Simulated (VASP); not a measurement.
Write the native input for VASP 6.6.1 that does the following.

```yaml
Task: single point
Functional: LDA
Potentials_or_basis: VASP PAW LDA potentials, release 64 (Zr_sv)
Cutoff: 520 eV
k_mesh: 12 × 12 × 6
Occupations: gaussian, width 0.03 eV
Spin: no spin polarisation
Dipole_correction: no
Further_INCAR_settings: ALGO = Normal; EDIFF = 1e-06; NBANDS = 19
```

The structure of Zr lies in POSCAR:

```
Zr
1.0
    3.1439658570      0.0000000000      0.0000000000
   -1.5719829285      2.7227543008      0.0000000000
    0.0000000000      0.0000000000      5.0894642375
Zr
2
Direct
    0.3333333333      0.6666666667      0.2500000000
    0.6666666667      0.3333333333      0.7500000000
```

One way to write it, as run:

INCAR

```
SYSTEM = Zr
PREC     = Accurate       ! precision mode
ENCUT    = 520            ! plane-wave cutoff, eV
EDIFF    = 1E-6           ! SCF threshold, eV
ISMEAR   = 0              ! smearing method
SIGMA    = 0.03           ! smearing width, eV
LREAL    = .FALSE.        ! projectors in reciprocal space
LASPH    = .TRUE.         ! aspherical terms in the spheres
NELM     = 60             ! most SCF steps
ALGO     = Normal         ! electronic algorithm
ISIF     = 2              ! what is computed and relaxed
LWAVE    = .FALSE.        ! write WAVECAR
LCHARG   = .FALSE.        ! write CHGCAR
GGA      = CA             ! functional
NBANDS   = 19             ! bands
```

KPOINTS

```
regular mesh
0
G
  12 12 6
  0 0 0
```

Potentials or basis: VASP PAW LDA potentials, release 64 (Zr_sv).

The run is started by

```console
$ cat potpaw_LDA.64/Zr_sv/POTCAR > POTCAR
$ mpirun -np 1 vasp_std > vasp.out
```

Results of the run:

* Pressure: 0.1 GPa
* Band gap on the k mesh: zero (band 12 reaches 10.50 eV, above the bottom of band 13 at 9.34 eV)

Wall time 26 s on 1 thread of AMD EPYC 9R45 96-Core Processor (Zen 5), on a shared host, peak memory 0.14 GiB.
